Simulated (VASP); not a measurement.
Wanted: the native input for a VASP 6.6.1 run.

```
Task                   : relaxation of the atoms
Functional             : PBE
Potentials or basis    : VASP PAW PBE potentials, release 64 (Si)
Cutoff                 : 520 eV
k mesh                 : 10 × 10 × 10
Occupations            : gaussian, width 0.01 eV
Spin                   : no spin polarisation
Dipole correction      : no
Further INCAR settings : ALGO = Normal; EDIFF = 1e-06; IBRION = 2; EDIFFG = -0.0005; NSW = 80
```

The structure of Si lies in POSCAR:

```
Si
1.0
    0.0000000000      2.7214330666      2.7214330666
    2.7214330666      0.0000000000      2.7214330666
    2.7214330666      2.7214330666      0.0000000000
Si
2
Direct
    0.0000000000      0.0000000000      0.0000000000
    0.2500000000      0.2500000000      0.2500000000
```

These files were run (other wordings do the same):

INCAR

```
PREC     = Accurate       # precision mode
ENCUT    = 520            # plane-wave cutoff, eV
EDIFF    = 1E-6           # SCF threshold, eV
ISMEAR   = 0              # smearing method
SIGMA    = 0.01           # smearing width, eV
LREAL    = False          # projectors in reciprocal space
LASPH    = True           # aspherical terms in the spheres
NELM     = 100            # most SCF steps
ALGO     = Normal         # electronic algorithm
ISIF     = 2              # what is computed and relaxed
LWAVE    = False          # write WAVECAR
LCHARG   = False          # write CHGCAR
GGA      = PE             # functional
IBRION   = 2              # ionic algorithm
NSW      = 80             # ionic steps
EDIFFG   = -5E-4          # ionic threshold
```

KPOINTS

```
regular mesh
0
Gamma
  10 10 10
```

Potentials or basis: VASP PAW PBE potentials, release 64 (Si).

Launch:

```console
$ cat potpaw_PBE.64/Si/POTCAR > POTCAR
$ mpirun -np 1 vasp_std > vasp.out
```

It gave:

The pressure after relaxing is 1.3 GPa and the band gap on the k mesh is 0.59 eV (least direct gap 2.56 eV).

Caveat: the relaxation stopped at its first step, so nothing moved.

Run time: 7.1 s on 1 thread of Intel(R) Xeon(R) 6975P-C (Granite Rapids) (shared host), peak memory 0.15 GiB.
